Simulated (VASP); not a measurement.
Set up this calculation in VASP 6.6.1, as the native input.

```
Task                   : single point
Functional             : PBE
Potentials or basis    : VASP PAW PBE potentials, release 64 (Be, B)
Cutoff                 : 520 eV
k mesh                 : 10 × 6 × 1
Occupations            : gaussian, width 0.1 eV
Spin                   : no spin polarisation
Dipole correction      : no
Further INCAR settings : ALGO = Normal; EDIFF = 1e-07; NBANDS = 27
```

The structure of BeB lies in POSCAR:

```
BeB
1.0
    1.8526456091      0.0000000000      0.0000000000
   -0.4682750582      2.7653365620      0.0000000000
   -0.0276351275     -1.2791065105     18.5243670457
Be B
6 6
Direct
    0.9497638662      0.7682195736      0.3371064809
    0.0170637876      0.8543626619      0.8420856762
    0.0794918423      0.2498181377      0.5000735722
    0.0544397647      0.2253329118      0.9951421021
    0.0168468767      0.0574466763      0.1696096599
    0.0681491267      0.1758898926      0.6786170646
    0.5492389968      0.1892823445      0.4084385055
    0.5715160690      0.3273135362      0.9070332272
    0.5110468821      0.0691348824      0.0791387753
    0.5530133541      0.1602236480      0.5874107931
    0.4578461826      0.7664999218      0.2451493286
    0.5049165843      0.8231424801      0.7501948146
```

One way to write it, as run:

INCAR

```
ALGO = Normal
EDIFF = 1E-7
ENCUT = 520
GGA = PE
ISIF = 2
ISMEAR = 0
LASPH = T
LCHARG = F
LREAL = F
LWAVE = F
NBANDS = 27
NELM = 100
PREC = Accurate
SIGMA = 0.1
```

KPOINTS

```
k-points
0
Gamma
  10 6 1
```

Potentials or basis: VASP PAW PBE potentials, release 64 (Be, B).

Run with:

```console
$ cat potpaw_PBE.64/Be/POTCAR potpaw_PBE.64/B/POTCAR > POTCAR
$ mpirun -np 1 vasp_std > vasp.out
```

It gave:

| Item | Value |
| --- | --- |
| Pressure | 1.8 GPa |
| Largest force | 0.562 eV/Å |
| Band gap on the k mesh | zero (band 15 reaches 8.93 eV, above the bottom of band 16 at 1.52 eV) |

Caveat: the k points lie up to 0.38 Å⁻¹ apart.

Wall time 88 s on 1 thread of Intel(R) Xeon(R) Platinum 8259CL CPU @ 2.50GHz (Skylake/Cascade Lake), with other jobs on the host, peak memory 0.23 GiB.
